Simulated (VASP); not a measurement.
Runs of VASP 6.6.1 on Cr. The structure is that of space group P6_3/mmc (No. 194), or close to it. The cells are those of the table. 

```tsv
cell	gap on the mesh (eV)	pressure (GPa)	moment (μB)
a = 2.802, b = 2.802, c = 4.552 Å, angles 90.0, 90.0, 120.0°, 2 atoms	none	-42.4	(a)
a = 2.668, b = 2.668, c = 4.335 Å, angles 90.0, 90.0, 120.0°, 2 atoms	none	-33.9	0.60
a = 2.758, b = 2.758, c = 4.482 Å, angles 90.0, 90.0, 120.0°, 2 atoms	none	-41.6	(b)
a = 2.868, b = 2.868, c = 4.660 Å, angles 90.0, 90.0, 120.0°, 2 atoms	none	-42.2	2.78
```

Alike in all rows: task single point; level LDA; potentials or basis VASP PAW LDA potentials, release 64 (Cr_pv); spin collinear, ferromagnetic start; k mesh 12 × 12 × 7; cutoff (eV) 520; smearing fermi-dirac 0.03 eV.

Question: Fill in the values left out.

Answer: (a) 1.99; (b) 1.29.

A gap of «none» marks levels without a gap at the run's occupations.
